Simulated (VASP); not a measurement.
# Si (a cell with a defect) in VASP: single point with PBEsol

Aim: the single point of Si (a cell with a defect) with PBEsol.

All numbers are computed with VASP 6.6.1; they aren't measurements. Logs are shortened: lines on timing, memory, paths and dates and some standing lists are left out, and cuts for length are marked.

## (1) The cell of the first run

The cell holds a defect, 17 atoms: a = 7.679 Å, b = 7.679 Å, c = 7.679 Å, α = 60.00°, β = 60.00°, γ = 60.00°.

## (2) Single point, PBEsol

File INCAR:

```
SYSTEM = Si
PREC = Accurate ; ENCUT = 520
EDIFF = 1E-6 ; ISMEAR = 0
SIGMA = 0.02 ; LREAL = Auto
LASPH = .True. ; NELM = 60
ALGO = Normal ; ISIF = 2
LWAVE = .False. ; LCHARG = .False.
GGA = PS ; NBANDS = 48
```

File KPOINTS:

```
Automatic mesh
0
Gamma
  2 2 2
  0 0 0
```

File POSCAR:

```
Si
1.0
    0.0000000000      5.4300000000      5.4300000000
    5.4300000000      0.0000000000      5.4300000000
    5.4300000000      5.4300000000      0.0000000000
Si
17
Direct
   -0.0419063536      0.0138404236      0.0139825967
    0.1196128913      0.1174672192      0.1175357274
    0.0049183241     -0.0176883057      0.5062894107
    0.1196380295      0.1175148250      0.6452520258
    0.0048716390      0.5061799263     -0.0174545120
    0.1196116022      0.6451235727      0.1176263352
    0.0049211786      0.5063414365      0.5063731123
    0.1557767035      0.6146500000      0.6148857274
    0.4955077348     -0.0022952118     -0.0022558011
    0.5836540516      0.1386884899      0.1388709945
    0.4955732044     -0.0024378453      0.5091170350
    0.6334540516      0.1167310313      0.6249087477
    0.4955099448      0.5089383057     -0.0022970534
    0.6333756906      0.6248305709      0.1168156538
    0.5294522099      0.4900879374      0.4901892265
    0.6334604972      0.6247312155      0.6248813076
    1.1758736648      0.2745335175      0.2748377532
```

Potentials or basis: VASP PAW PBE potentials, release 64 (Si).

Launch:

```console
cat potpaw_PBE.64/Si/POTCAR > POTCAR
mpirun -np 1 vasp_std > vasp.out
```

OUTCAR:

```text
SYSTEM = Si
   PREC = Accurate
   ENCUT = 520
   EDIFF = 1E-6
   ISMEAR = 0
   LREAL = Auto
   LASPH = .True.
   NELM = 60
   ISIF = 2
   GGA = PS

 ion  position               nearest neighbor table
   1  0.958  0.014  0.014-   2 2.33   6 2.33   4 2.33  10 2.35
   2  0.120  0.117  0.118-   1 2.33   9 2.36  17 2.37   5 2.44   3 2.44
   3  0.005  0.982  0.506-   8 2.31  12 2.33   2 2.44   4 2.44  17 2.56
   4  0.120  0.118  0.645-   1 2.33  11 2.36  17 2.37   7 2.44   3 2.44
   5  0.005  0.506  0.983-   8 2.31  14 2.33   2 2.44   6 2.44  17 2.56
   6  0.120  0.645  0.118-   1 2.33  13 2.36  17 2.37   7 2.44   5 2.44
   7  0.005  0.506  0.506-   8 2.31  16 2.33   6 2.44   4 2.44  17 2.56
   8  0.156  0.615  0.615-   3 2.31   5 2.31   7 2.31  15 2.34
   9  0.496  0.998  0.998-  10 2.33  12 2.34  14 2.34   2 2.36  17 3.03
  10  0.584  0.139  0.139-  13 2.33  11 2.33   9 2.33   1 2.35  17 2.56
  11  0.496  0.998  0.509-  10 2.33  16 2.34  12 2.34   4 2.36  17 3.03
  12  0.633  0.117  0.625-   3 2.33   9 2.34  11 2.34  15 2.34
  13  0.496  0.509  0.998-  10 2.33  16 2.34  14 2.34   6 2.36  17 3.03
  14  0.633  0.625  0.117-   5 2.33  13 2.34   9 2.34  15 2.35
  15  0.529  0.490  0.490-   8 2.34  16 2.34  12 2.34  14 2.35
  16  0.633  0.625  0.625-   7 2.33  13 2.34  11 2.34  15 2.34
  17  0.176  0.275  0.275-   4 2.37   6 2.37   2 2.37  10 2.56   3 2.56   5 2.56   7 2.56   9 3.03
                            11 3.03  13 3.03

  LATTYP: Found a face centered cubic cell.
 ALAT       =    10.8600000000

  Lattice vectors:

 A1 = (   0.0000000000,   5.4300000000,   5.4300000000)
 A2 = (   5.4300000000,   0.0000000000,   5.4300000000)
 A3 = (   5.4300000000,   5.4300000000,   0.0000000000)

Analysis of symmetry for initial positions (statically):
=====================================================================
 Subroutine PRICEL returns:
 Original cell was already a primitive cell.

 Routine SETGRP: Setting up the symmetry group for a
 face centered cubic supercell.

 Subroutine GETGRP returns: Found  1 space group operations
 (whereof  1 operations were pure point group operations)
 out of a pool of 48 trial point group operations.

The static configuration has the point symmetry C_1 .

Analysis of symmetry for dynamics (positions and initial velocities):
=====================================================================
 Subroutine PRICEL returns:
 Original cell was already a primitive cell.

 Routine SETGRP: Setting up the symmetry group for a
 face centered cubic supercell.

 Subroutine GETGRP returns: Found  1 space group operations
 (whereof  1 operations were pure point group operations)
[... 124 lines left out ...]
   TEBEG  =    0.0;   TEEND  =   0.0 temperature during run
   PSTRESS=    0.0 pullay stress
   NELECT =      68.0000    total number of electrons
   NUPDOWN=      -1.0000    fix difference up-down
   EMIN   =  10.00;   EMAX   =-10.00  energy-range for DOS
   EFERMI =   0.00;   METHOD = LEGACY
   ISMEAR =     0;   SIGMA  =   0.02  broadening in eV -4-tet -1-fermi 0-gaus
   EFERMI_NEDOS =   21; number of points for ismear=-14 and -15
   IALGO  =     38    algorithm
   IMIX   =      4    mixing-type and parameters
     AMIX     =   0.40;   BMIX     =  1.00
     AMIX_MAG =   1.60;   BMIX_MAG =  1.00
  volume/ion in A,a.u.               =      18.84       127.11
  Fermi-wavevector in a.u.,A,eV,Ry     =   0.976715  1.845724 12.979587  0.953973
  Thomas-Fermi vector in A             =   2.107356
   LORBIT       =      0    0 simple, 1 ext, 2 COOP (PROOUT), +10 PAW based schemes
   GGA     = PS    functional components
   LHFCALC =     F    Hartree Fock is set to
   AEXX    =    0.0000 exact exchange contribution
   IVDW    =     0    specifies the selected vdW correction
   LEPSILON=     F    determine dielectric tensor
   LRPA    =     F    only Hartree local field effects (RPA)
 non-spin polarized calculation
 Gauss-broadening in eV      SIGMA  =   0.02
  energy-cutoff  :      520.00
  volume of cell :      320.21
 maximum number of plane-waves:      8646
 NGX is ok and might be reduce to    60
   NGX = 29   NGY = 29   NGZ = 29

 number of electron      68.0000000 magnetization

 Free energy of the ion-electron system (eV)
  ---------------------------------------------------
  ext. energy  EPLUGINS =         0.00000000
  ---------------------------------------------------
  free energy    TOTEN  =       -93.72984628 eV

  energy without entropy =      -93.72599002  energy(sigma->0) =      -93.72791815

 E-fermi :   6.7314     XC(G=0):  -9.8141

 val. band max:        6.6452963131   @ k =   0.0000   0.0000   0.0000
 cond. band min:       6.7372138817   @ k =   0.5000   0.0000   0.5000
 fundamental gap:      0.0919175685
 Fermi energy:         6.7313557417

 k-point     1 :       0.0000    0.0000    0.0000
  band No.  band energies     occupation
      1      -6.3604      2.00000
      2      -3.8973      2.00000
      3      -3.6966      2.00000
      4      -3.6962      2.00000
      5      -3.5532      2.00000
      6      -2.7513      2.00000
[... 381 lines left out ...]
     45      10.0772      0.00000
     46      10.3224      0.00000
 [bands above 46 left out]

------------------------ aborting loop because EDIFF is reached ----------------------------------------

  FORCE on cell =-STRESS in cart. coord.  units (eV):
  Direction    XX          YY          ZZ          XY          YZ          ZX
  --------------------------------------------------------------------------------------
  -------------------------------------------------------------------------------------
  Total        6.3713184      6.3709554      6.3828972      0.9406493     -0.9472356      0.9296264
  in kB       31.8794197     31.8776034     31.9373553      4.7066169     -4.7395719      4.6514627
  external PRESSURE =      31.8981261 kB  Pullay stress =       0.0000000 kB

 VOLUME and BASIS-vectors are now :
 -----------------------------------------------------------------------------
  energy-cutoff  :      520.00
  volume of cell :      320.21
      direct lattice vectors                 reciprocal lattice vectors
     0.000000000  5.430000000  5.430000000    -0.092081031  0.092081031  0.092081031
     5.430000000  0.000000000  5.430000000     0.092081031 -0.092081031  0.092081031
     5.430000000  5.430000000  0.000000000     0.092081031  0.092081031 -0.092081031

 POSITION                                       TOTAL-FORCE (eV/Angst)
 -----------------------------------------------------------------------------------
      0.15108      5.27837      5.27760         0.019737     -0.021815     -0.021539
      1.27607      1.28772      1.28735         0.038019     -0.121274     -0.120366
      8.08310      2.77586      5.36066         0.074945     -0.069785      0.060361
      4.14182      4.15335      1.28774         0.124162     -0.034144     -0.125167
      8.08378      5.36167      2.77501         0.073458      0.057941     -0.071268
      4.14173      1.28820      4.15251         0.121852     -0.123480     -0.037119
[... 9 lines left out ...]
      6.78540      6.83280      6.83198         0.116365     -0.026774     -0.027255
      2.98309      2.44736      2.44571        -0.374698      0.370134      0.375412
 -----------------------------------------------------------------------------------
    total drift:                               -0.004745      0.003215      0.005736

  FREE ENERGIE OF THE ION-ELECTRON SYSTEM (eV)
  ---------------------------------------------------
  free  energy   TOTEN  =       -93.7298462801 eV

  energy  without entropy=      -93.7259900166  energy(sigma->0) =      -93.72791815
```

stdout:

```text
POSCAR found type information on POSCAR Si
 POSCAR found :  1 types and      17 ions
 scaLAPACK will be used
 -----------------------------------------------------------------------------
|                                                                             |
|                                                                             |
|     You enforced a specific xc type in the INCAR file but a different       |
|     I HOPE YOU KNOW WHAT YOU ARE DOING!                                     |
|                                                                             |
 -----------------------------------------------------------------------------

 LDA part: xc-table for (Slater+PW92), standard interpolation
 POSCAR, INCAR and KPOINTS ok, starting setup
 FFT: planning ... GRIDC
 FFT: planning ... GRID_SOFT
 FFT: planning ... GRID
 WAVECAR not read
 entering main loop
```

Run time: 1.7 min. Hardware: 1 thread of Intel Xeon 6975P-C (Granite Rapids), shared host; peak memory 0.46 GiB.

Results:

| Item | Value |
| --- | --- |
| Free energy | -93.7298 eV |
| Pressure | 3.2 GPa |
| Largest force | 0.647 eV/Å |
| Band gap on the k mesh | zero (band 34 reaches 6.74 eV, above the bottom of band 35 at 6.64 eV) |

Forces in eV/Å, atoms in the order of the input:
```
Si   0.020 -0.022 -0.022
Si   0.038 -0.121 -0.120
Si   0.075 -0.070  0.060
Si   0.124 -0.034 -0.125
Si   0.073  0.058 -0.071
Si   0.122 -0.123 -0.037
Si  -0.062 -0.071 -0.074
Si   0.001 -0.003 -0.002
Si  -0.157  0.012  0.010
Si  -0.035  0.033  0.034
Si  -0.009  0.154  0.010
Si   0.028 -0.028 -0.115
Si  -0.009  0.012  0.156
Si   0.027 -0.115 -0.029
Si   0.024 -0.025 -0.023
Si   0.116 -0.027 -0.027
Si  -0.375  0.370  0.375
```

Caveat: the k points lie up to 0.50 Å⁻¹ apart; the PAW data sets were made with another functional, which shifts forces and pressure a little.
